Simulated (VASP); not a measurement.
# P (Cmc2_1) in VASP: single point with PBEsol

Aim: the single point of P with PBEsol.

Everything below comes from runs of VASP 6.6.1. Logs are shortened: lines on timing, memory, paths and dates and some standing lists are left out, and cuts for length are marked.

### 1 The cell of the first run

It takes space group Cmc2_1 (No. 36, orthorhombic). Conventional cell: a = 3.317 Å, b = 10.291 Å, c = 4.197 Å, α = 90.00°, β = 90.00°, γ = 90.00°. P (site symmetry m) has 3 P at 2.23 to 2.25 Å within 2.9 Å. Within 2.9 Å of P (site symmetry m) lie 3 P at 2.23 to 2.25 Å.

### 2 Single point, PBEsol (atoms displaced along a vibrational mode)

The input, INCAR:

```
ALGO = Normal
EDIFF = 1E-6
ENCUT = 520
GGA = PS
ISIF = 2
ISMEAR = 0
LASPH = T
LCHARG = T
LELF = T
LREAL = F
LVHAR = T
LWAVE = F
NBANDS = 18
NELM = 100
PREC = Accurate
SIGMA = 0.15
```

The input, KPOINTS:

```
k-points
0
Gamma
  16 16 12
```

The input, POSCAR:

```
P
1.0
    1.6587070759     -5.1453559977      0.0000000000
    1.6587070759      5.1453559977      0.0000000000
    0.0000000000      0.0000000000      4.1971725448
P
4
Direct
    0.1016384485      0.8983615515      0.9271259313
    0.6089265739      0.3910734261      0.5728740687
    0.8910734261      0.1089265739      0.0728740687
    0.3983615515      0.6016384485      0.4271259313
```

Potentials or basis: VASP PAW PBE potentials, release 64 (P).

Launch:

```
$ cat potpaw_PBE.64/P/POTCAR > POTCAR
$ mpirun -np 1 vasp_std > vasp.out
```

OUTCAR:

```text
EDIFF = 1E-6
   ENCUT = 520
   GGA = PS
   ISIF = 2
   ISMEAR = 0
   LASPH = T
   LREAL = F
   NELM = 100
   PREC = Accurate

 ion  position               nearest neighbor table
   1  0.102  0.898  0.927-   2 2.23   2 2.23   3 2.25
   2  0.609  0.391  0.573-   1 2.23   1 2.23   4 2.25
   3  0.891  0.109  0.073-   4 2.23   4 2.23   1 2.25
   4  0.398  0.602  0.427-   3 2.23   3 2.23   2 2.25

  LATTYP: Found a base centered orthorhombic cell.
 ALAT       =     3.3174141518
 B/A-ratio  =     3.1020281233
 C/A-ratio  =     1.2651940194

  Lattice vectors:

 A1 = (   1.6587070759,  -5.1453559977,   0.0000000000)
 A2 = (   1.6587070759,   5.1453559977,   0.0000000000)
 A3 = (   0.0000000000,   0.0000000000,   4.1971725448)

Analysis of symmetry for initial positions (statically):
=====================================================================
 Subroutine PRICEL returns:
 Original cell was already a primitive cell.

 Routine SETGRP: Setting up the symmetry group for a
 base centered orthorhombic supercell.

 Subroutine GETGRP returns: Found  4 space group operations
 (whereof  2 operations were pure point group operations)
 out of a pool of  8 trial point group operations.

The static configuration has the point symmetry C_1h.
 The point group associated with its full space group is C_2v.

Analysis of symmetry for dynamics (positions and initial velocities):
=====================================================================
 Subroutine PRICEL returns:
 Original cell was already a primitive cell.

 Routine SETGRP: Setting up the symmetry group for a
 base centered orthorhombic supercell.

 Subroutine GETGRP returns: Found  4 space group operations
 (whereof  2 operations were pure point group operations)
 out of a pool of  8 trial point group operations.

The dynamic configuration has the point symmetry C_1h.
 The point group associated with its full space group is C_2v.

 Subroutine INISYM returns: Found  4 space group operations
 (whereof  2 operations are pure point group operations),
 and found     1 'primitive' translations

----------------------------------------------------------------------------------------

                                     Primitive cell

  volume of cell :      71.6427

  direct lattice vectors                    reciprocal lattice vectors
     1.658707076 -5.145355998  0.000000000     0.301439602 -0.097175006  0.000000000
     1.658707076  5.145355998  0.000000000     0.301439602  0.097175006  0.000000000
     0.000000000  0.000000000  4.197172545     0.000000000  0.000000000  0.238255633

  length of vectors
     5.406107426  5.406107426  4.197172545     0.316715669  0.316715669  0.238255633

  position of ions in fractional coordinates (direct lattice)
     0.101638448  0.898361552  0.927125931
     0.608926574  0.391073426  0.572874069
     0.891073426  0.108926574  0.072874069
     0.398361552  0.601638448  0.427125931

  ion indices of the primitive-cell ions
   primitive index   ion index
                 1           1
                 2           2
                 3           3
                 4           4

----------------------------------------------------------------------------------------

 KPOINTS: k-points

Automatic generation of k-mesh.
 Grid dimensions read from file:
 generate k-points for:   16   16   12

 Generating k-lattice:

  Cartesian coordinates                     Fractional coordinates (reciprocal lattice)
     0.018839975 -0.006073438  0.000000000     0.062500000  0.000000000  0.000000000
     0.018839975  0.006073438  0.000000000     0.000000000  0.062500000  0.000000000
     0.000000000  0.000000000  0.019854636     0.000000000  0.000000000  0.083333333

  Length of vectors
     0.019794729  0.019794729  0.019854636

  Shift w.r.t. Gamma in fractional coordinates (k-lattice)
     0.000000000  0.000000000  0.000000000

 Subroutine IBZKPT returns following result:
 ===========================================

 Found    511 irreducible k-points:

 Following reciprocal coordinates:
            Coordinates               Weight
  0.000000  0.000000  0.000000      1.000000
  0.062500  0.000000  0.000000      4.000000
  0.125000  0.000000  0.000000      4.000000
  0.187500  0.000000  0.000000      4.000000
  0.250000  0.000000  0.000000      4.000000
  0.312500 -0.000000  0.000000      4.000000
[... 16 lines left out ...]
 -0.125000  0.062500  0.000000      4.000000
 -0.062500  0.062500  0.000000      2.000000
 [... further k-points ...]
   k-points           NKPTS =    511   k-points in BZ     NKDIM =    511   number of bands    NBANDS=     18
   number of dos      NEDOS =    301   number of ions     NIONS =      4
   total plane-waves  NPLWV =  51200
   dimension x,y,z NGX =    40 NGY =   40 NGZ =   32
   dimension x,y,z NGXF=    80 NGYF=   80 NGZF=   64
   ions per type =               4
   NGX,Y,Z   is equivalent  to a cutoff of  12.30, 12.30, 12.67 a.u.
   NGXF,Y,Z  is equivalent  to a cutoff of  24.60, 24.60, 25.35 a.u.
 SYSTEM =  unknown system
   PREC   = accura    normal or accurate (medium, high low for compatibility)
   ISTART =      0    job   : 0-new  1-cont  2-samecut
   ICHARG =      2    charge: 1-file 2-atom 10-const
   ISPIN  =      1    spin polarized calculation?
   LNONCOLLINEAR =      F non collinear calculations
   LSORBIT =      F    spin-orbit coupling
   LASPH  =      T    aspherical Exc in radial PAW
   ENCUT  =  520.0 eV  38.22 Ry    6.18 a.u.  10.05 10.05  7.80*2*pi/ulx,y,z
   NELM   =    100;   NELMIN=  2; NELMDL= -5     # of ELM steps
   EDIFF  = 0.1E-05   stopping-criterion for ELM
   LREAL  =      F    real-space projection
[... 7 lines left out ...]
   TEBEG  =    0.0;   TEEND  =   0.0 temperature during run
   PSTRESS=    0.0 pullay stress
   NELECT =      20.0000    total number of electrons
   NUPDOWN=      -1.0000    fix difference up-down
   EMIN   =  10.00;   EMAX   =-10.00  energy-range for DOS
   EFERMI =   0.00;   METHOD = LEGACY
   ISMEAR =     0;   SIGMA  =   0.15  broadening in eV -4-tet -1-fermi 0-gaus
   EFERMI_NEDOS =   21; number of points for ismear=-14 and -15
   IALGO  =     38    algorithm
   IMIX   =      4    mixing-type and parameters
     AMIX     =   0.40;   BMIX     =  1.00
     AMIX_MAG =   1.60;   BMIX_MAG =  1.00
  volume/ion in A,a.u.               =      17.91       120.87
  Fermi-wavevector in a.u.,A,eV,Ry     =   1.069944  2.021900 15.575665  1.144779
  Thomas-Fermi vector in A             =   2.205638
   LORBIT       =      0    0 simple, 1 ext, 2 COOP (PROOUT), +10 PAW based schemes
   GGA     = PS    functional components
   LHFCALC =     F    Hartree Fock is set to
   AEXX    =    0.0000 exact exchange contribution
   IVDW    =     0    specifies the selected vdW correction
   LEPSILON=     F    determine dielectric tensor
   LRPA    =     F    only Hartree local field effects (RPA)
 non-spin polarized calculation
 Gauss-broadening in eV      SIGMA  =   0.15
  energy-cutoff  :      520.00
  volume of cell :       71.64
 maximum number of plane-waves:      1948
   NGX = 21   NGY = 21   NGZ = 15

 number of electron      19.9999999 magnetization

 Free energy of the ion-electron system (eV)
  ---------------------------------------------------
  ext. energy  EPLUGINS =         0.00000000
  ---------------------------------------------------
  free energy    TOTEN  =       -23.04715395 eV

  energy without entropy =      -23.04574923  energy(sigma->0) =      -23.04645159

 E-fermi :   7.1353     XC(G=0): -10.3203

 val. band max:        7.1324065039   @ k =  -0.4375   0.3750   0.0000
 cond. band min:       7.1624883193   @ k =   0.4375   0.1875   0.0000
 fundamental gap:      0.0300818154
 Fermi energy:         7.1353329397

 k-point     1 :       0.0000    0.0000    0.0000
  band No.  band energies     occupation
      1      -8.7885      2.00000
      2      -5.4900      2.00000
      3      -1.9932      2.00000
      4      -0.1021      2.00000
      5       2.0440      2.00000
      6       2.8696      2.00000
[... 10 lines left out ...]
     17      14.3105      0.00000
     18      14.6902      0.00000

 k-point     2 :       0.0625    0.0000    0.0000
  band No.  band energies     occupation
      1      -8.7390      2.00000
      2      -5.4504      2.00000
      3      -2.0304      2.00000
      4      -0.0505      2.00000
      5       2.0901      2.00000
      6       2.6664      2.00000
[... 10 lines left out ...]
     17      13.9072      0.00000
     18      14.2341      0.00000

 k-point     3 :       0.1250    0.0000    0.0000
  band No.  band energies     occupation
      1      -8.5909      2.00000
      2      -5.3312      2.00000
      3      -2.1642      2.00000
      4       0.1028      2.00000
      5       2.0585      2.00000
      6       2.2266      2.00000
[... 10 lines left out ...]
     17      12.8270      0.00000
     18      14.1067      0.00000

 k-point     4 :       0.1875    0.0000    0.0000
  band No.  band energies     occupation
      1      -8.3451      2.00000
      2      -5.1318      2.00000
      3      -2.4494      2.00000
      4       0.3511      2.00000
      5       1.2321      2.00000
      6       1.9101      2.00000
[... 375 lines left out ...]
      4       0.2140      2.00000
      5       1.9812      2.00000
      6       2.2709      2.00000
[... 10 lines left out ...]
     17      12.8750      0.00000
     18      13.4275      0.00000

 k-point    23 :      -0.1250    0.0625    0.0000
  band No.  band energies     occupation
      1      -8.7190      2.00000
      2      -5.5136      2.00000
      3      -2.0200      2.00000
      4       0.0263      2.00000
      5       2.1242      2.00000
      6       2.5751      2.00000
[... 10 lines left out ...]
     17      13.4670      0.00000
     18      13.9999      0.00000

 k-point    24 :      -0.0625    0.0625    0.0000
  band No.  band energies     occupation
      1      -8.7784      2.00000
      2      -5.5224      2.00000
      3      -1.9873      2.00000
      4      -0.0629      2.00000
      5       2.0625      2.00000
      6       2.8206      2.00000
[... 10 lines left out ...]
     17      13.7200      0.00000
     18      14.6828      0.00000

 [... further k-points ...]

------------------------ aborting loop because EDIFF is reached ----------------------------------------

  FORCE on cell =-STRESS in cart. coord.  units (eV):
  Direction    XX          YY          ZZ          XY          YZ          ZX
  --------------------------------------------------------------------------------------
  -------------------------------------------------------------------------------------
  Total       -0.0346271     -0.0599083     -0.0935913      0.0000000      0.0000000      0.0000000
  in kB       -0.7743804     -1.3397556     -2.0930229      0.0000000      0.0000000      0.0000000
  external PRESSURE =      -1.4023863 kB  Pullay stress =       0.0000000 kB

 VOLUME and BASIS-vectors are now :
 -----------------------------------------------------------------------------
  energy-cutoff  :      520.00
  volume of cell :       71.64
      direct lattice vectors                 reciprocal lattice vectors
     1.658707076 -5.145355998  0.000000000     0.301439602 -0.097175006  0.000000000
     1.658707076  5.145355998  0.000000000     0.301439602  0.097175006  0.000000000
     0.000000000  0.000000000  4.197172545     0.000000000  0.000000000  0.238255633

 POSITION                                       TOTAL-FORCE (eV/Angst)
 -----------------------------------------------------------------------------------
      1.65871      4.09942      3.89131         0.000000     -0.016698     -0.031102
      1.65871     -1.12093      2.40445         0.000000      0.073337      0.031102
      1.65871     -4.02442      0.30587         0.000000     -0.073337      0.031102
      1.65871      1.04593      1.79272         0.000000      0.016698     -0.031102
 -----------------------------------------------------------------------------------
    total drift:                               -0.000000     -0.000000      0.000022

  FREE ENERGIE OF THE ION-ELECTRON SYSTEM (eV)
  ---------------------------------------------------
  free  energy   TOTEN  =       -23.0471539530 eV

  energy  without entropy=      -23.0457492327  energy(sigma->0) =      -23.04645159
```

Run time: 9 min. Hardware: 1 thread of Intel Xeon Platinum 8259CL at 2.50GHz (Skylake/Cascade Lake), shared host; peak memory 0.55 GiB.

What came out:

```
Free energy            : -23.0472 eV
Pressure               : -0.1 GPa
Largest force          : 0.080 eV/Å
Band gap on the k mesh : zero (bands 10 and 11 overlap by 0.12 eV)
```

Forces on the atoms (eV/Å):
```
P    0.000 -0.017 -0.031
P    0.000  0.073  0.031
P    0.000 -0.073  0.031
P    0.000  0.017 -0.031
```

Caveat: the cell differs from its parent crystal (atoms displaced along a vibrational mode); the PAW data sets were made with another functional, which shifts forces and pressure a little.
